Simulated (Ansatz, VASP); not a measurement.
# Pb in VASP and in Ansatz

Contents of INCAR:

```
SYSTEM = Pb
ALGO = Normal ; EDIFF = 1E-6
ENCUT = 520 ; GGA = CA
ISIF = 2 ; ISMEAR = -1
LASPH = .TRUE. ; LCHARG = .FALSE.
LREAL = .FALSE. ; LWAVE = .FALSE.
NBANDS = 36 ; NELM = 80
PREC = Accurate ; SIGMA = 0.05
```

The input KPOINTS:

```
k-points
0
G
  9 9 3
  0 0 0
```

File POSCAR:

```
Pb
1.0
    3.5477069956      0.0000000000      0.0000000000
   -1.7738534979      3.0724043834      0.0000000000
    0.0000000000      0.0000000000     11.5713714578
Pb
4
Direct
    0.6666666667      0.3333333333      0.7500000000
    0.0000000000      0.0000000000      0.5000000000
    0.3333333333      0.6666666667      0.2500000000
    0.0000000000      0.0000000000      0.0000000000
```

File input.yaml:

```yaml
crystal:
  lattice:
    - [3.5477069956, 0.0, 0.0]
    - [-1.7738534979, 3.0724043834, 0.0]
    - [0.0, 0.0, 11.5713714578]
  atoms:
    - { symbol: Pb, position: [0.6666666667, 0.3333333333, 0.75] }
    - { symbol: Pb, position: [0.0, 0.0, 0.5] }
    - { symbol: Pb, position: [0.3333333333, 0.6666666667, 0.25] }
    - { symbol: Pb, position: [0.0, 0.0, 0.0] }
hamiltonian:
  xc: lda
  pseudopotentials: { kind: paw }
kpoints:
  mp_grid: { grid: [9, 9, 3] }
scf:
  occupations: { method: fermi_dirac, width: 0.05 }
output:
  forces: true
  stress: true
  eigenvalues: true
```

Alike in both runs: task single point; functional LDA; k mesh 9 × 9 × 3; occupations fermi-dirac, width 0.05 eV; no spin polarisation.

```csv
,VASP,Ansatz
version,VASP 6.6.1,Ansatz 0.2.0
potentials or method,"VASP PAW LDA potentials, release 64 (Pb_d)",Ansatz PAW
plane-wave cutoff (eV),520,420
valence electrons in the cell,56,56
```

Ansatz gave:

- gap on the k mesh at the Fermi level (eV): none
- pressure (GPa): -3.7
- traceless stress, the component that is largest in VASP (GPa): 0.25

Q: Which values does VASP return?

A: gap on the k mesh at the Fermi level (eV): none; pressure (GPa): -3.7; traceless stress, the component that is largest in VASP (GPa): 0.26.

LDA's correlation is that of Perdew and Zunger in VASP and of Perdew and Wang (1992) in Ansatz. A gap of «none» marks a metal or a gap that the smearing closes.

Spin-orbit coupling is off throughout.
